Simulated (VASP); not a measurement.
Write the native input for VASP 6.6.1 that does the following.

| Item | Value |
| --- | --- |
| Task | single point |
| Functional | PBE |
| Potentials or basis | VASP PAW PBE potentials, release 64 (Hf_pv, Sc_sv, O) |
| Cutoff | 600 eV |
| k mesh | 12 × 12 × 2 |
| Occupations | gaussian, width 0.1 eV |
| Spin | no spin polarisation |
| Dipole correction | no |
| Further INCAR settings | ALGO = Normal; EDIFF = 1e-06; NBANDS = 54 |

The structure of Hf2ScO2 lies in POSCAR:

```
Hf2ScO2
1.0
    3.2513732340      0.0000000000      0.0000000000
   -1.6256866170      2.8157718179      0.0000000000
    0.0000000000      0.0000000000     16.0894480680
Hf Sc O
4 2 4
Direct
    0.6666666667      0.3333333333      0.4226896910
    0.6666666667      0.3333333333      0.0773103090
    0.3333333333      0.6666666667      0.9226896910
    0.3333333333      0.6666666667      0.5773103090
    0.3333333333      0.6666666667      0.2500000000
    0.6666666667      0.3333333333      0.7500000000
    0.0000000000      0.0000000000      0.3360217964
    0.0000000000      0.0000000000      0.1639782036
    0.0000000000      0.0000000000      0.8360217964
    0.0000000000      0.0000000000      0.6639782036
```

One way to write it, as run:

INCAR

```
  ALGO = Normal
  EDIFF = 1E-6
  ENCUT = 600
  GGA = PE
  GGA_COMPAT = False
  ISIF = 2
  ISMEAR = 0
  LASPH = True
  LCHARG = False
  LREAL = False
  LWAVE = False
  NBANDS = 54
  NELM = 120
  PREC = Accurate
  SIGMA = 0.1
```

KPOINTS

```
k-points
0
Gamma
  12 12 2
```

Potentials or basis: VASP PAW PBE potentials, release 64 (Hf_pv, Sc_sv, O).

Command:

```sh
$ cat potpaw_PBE.64/Hf_pv/POTCAR potpaw_PBE.64/Sc_sv/POTCAR potpaw_PBE.64/O/POTCAR > POTCAR
$ mpirun -np 1 vasp_std > vasp.out
```

Results of the run:

The pressure is -9.6 GPa and the largest force is 0.134 eV/Å. The band gap on the k mesh is zero (bands 43 and 44 overlap by 1.28 eV).

Caveat: the cell stands under tension; spin-orbit coupling is left out, which moves the levels of the heavy elements.

Wall time 5 min on 1 thread of Intel(R) Xeon(R) 6975P-C (Granite Rapids), on a shared host, peak memory 0.52 GiB.
